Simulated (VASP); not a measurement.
Runs of VASP 6.6.1 on HfSiO4. The structure is that of space group I4_1/amd (No. 141), or close to it. The cells are those of the table. 

| cell | gap on the mesh (eV) | pressure (GPa) | largest force (eV/Å) |
| --- | --- | --- | --- |
| a = 5.513 Å, angles 106.7, 106.7, 115.2°, 12 atoms | (a) | 1.0 | 0.22 |
| a = 5.497 Å, angles 106.5, 106.5, 115.7°, 12 atoms | 6.06 | 3.9 | 0.22 |
| a = 5.546 Å, angles 107.2, 107.2, 114.1°, 12 atoms | (c) | -4.4 | 0.22 |
| a = 5.562 Å, angles 107.4, 107.4, 113.6°, 12 atoms | 5.85 | -6.8 | (b) |

Alike in all rows: task single point; level r2SCAN; potentials or basis VASP PAW PBE potentials, release 64 (Hf_pv, Si, O); no spin polarisation; k mesh 6 × 6 × 6; cutoff (eV) 520; smearing gaussian 0.01 eV.

Problem. Fill in the values left out.

Solution. (a) 6.01; (b) 0.21; (c) 5.90.

Caveats: the PAW data sets were made with another functional, which shifts forces and pressure a little; spin-orbit coupling is left out, which moves the levels of the heavy elements.

A k mesh can miss the band edges, and the runs leave out spin-orbit coupling on Hf.
